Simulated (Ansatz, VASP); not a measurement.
C in VASP and in Ansatz

Contents of INCAR:

```
ALGO = Normal
EDIFF = 1E-6
ENCUT = 520
GGA = PS
ISIF = 2
ISMEAR = 0
LASPH = T
LCHARG = T
LELF = T
LREAL = F
LVHAR = T
LWAVE = F
NBANDS = 31
NELM = 100
PREC = Accurate
SIGMA = 0.05
```

The input KPOINTS:

```
k-points
0
Gamma
  12 12 12
```

POSCAR

```
C
1.0
    1.2533969503      0.7236490667      9.7660333333
   -1.2533969503      0.7236490667      9.7660333333
    0.0000000000     -1.4472981334      9.7660333333
C
10
Direct
    0.0248220069      0.0248220069      0.0248220069
    0.9751779931      0.9751779931      0.9751779931
    0.1086877374      0.1086877374      0.1086877374
    0.8913122626      0.8913122626      0.8913122626
    0.1583652898      0.1583652898      0.1583652898
    0.8416347102      0.8416347102      0.8416347102
    0.3748635523      0.3748635523      0.3748635523
    0.6251364477      0.6251364477      0.6251364477
    0.4253181912      0.4253181912      0.4253181912
    0.5746818088      0.5746818088      0.5746818088
```

Input for Ansatz:

```yaml
crystal:
  lattice:
    - [1.2533969503, 0.7236490667, 9.7660333333]
    - [-1.2533969503, 0.7236490667, 9.7660333333]
    - [0.0, -1.4472981334, 9.7660333333]
  atoms:
    - { symbol: C, position: [0.0248220069, 0.0248220069, 0.0248220069] }
    - { symbol: C, position: [0.9751779931, 0.9751779931, 0.9751779931] }
    - { symbol: C, position: [0.1086877374, 0.1086877374, 0.1086877374] }
    - { symbol: C, position: [0.8913122626, 0.8913122626, 0.8913122626] }
    - { symbol: C, position: [0.1583652898, 0.1583652898, 0.1583652898] }
    - { symbol: C, position: [0.8416347102, 0.8416347102, 0.8416347102] }
    - { symbol: C, position: [0.3748635523, 0.3748635523, 0.3748635523] }
    - { symbol: C, position: [0.6251364477, 0.6251364477, 0.6251364477] }
    - { symbol: C, position: [0.4253181912, 0.4253181912, 0.4253181912] }
    - { symbol: C, position: [0.5746818088, 0.5746818088, 0.5746818088] }
basis:
  ecutwfc: 520.0
kpoints:
  mp_grid: { grid: [12, 12, 12] }
hamiltonian:
  xc: pbesol
  pseudopotentials: { kind: paw, azcp: { folder: soft_1 } }
scf:
  occupations: { method: gaussian, width: 0.05 }
output:
  forces: true
  stress: true
  eigenvalues: true
  write_density: true
  write_potential: true
  elf: true
  volumetric_format: npy
```

Alike in both runs: task single point; functional PBEsol; k mesh 12 × 12 × 12; occupations gaussian, width 0.05 eV; no spin polarisation.

```csv
,VASP,Ansatz
version,VASP 6.6.1,Ansatz 0.2.0
potentials or method,"VASP PAW PBE potentials, release 64 (C), cutoff 520 eV","scalar-relativistic, plane waves, PAW"
valence electrons in the cell,40,40
```

VASP gave:

* gap on the k mesh at the Fermi level (eV): 3.81
* least direct gap on the mesh (eV): 4.77
* rms of the force components (eV/Å): 0.328

Problem. What did Ansatz give for the same quantities?

Solution. gap on the k mesh at the Fermi level (eV): 3.82; least direct gap on the mesh (eV): 4.78; rms of the force components (eV/Å): 0.316.

VASP's potentials were made for PBE, not for PBEsol, and Ansatz warns of the same on its side. Atom by atom the forces differ by 0.012 eV/Å (rms over components).
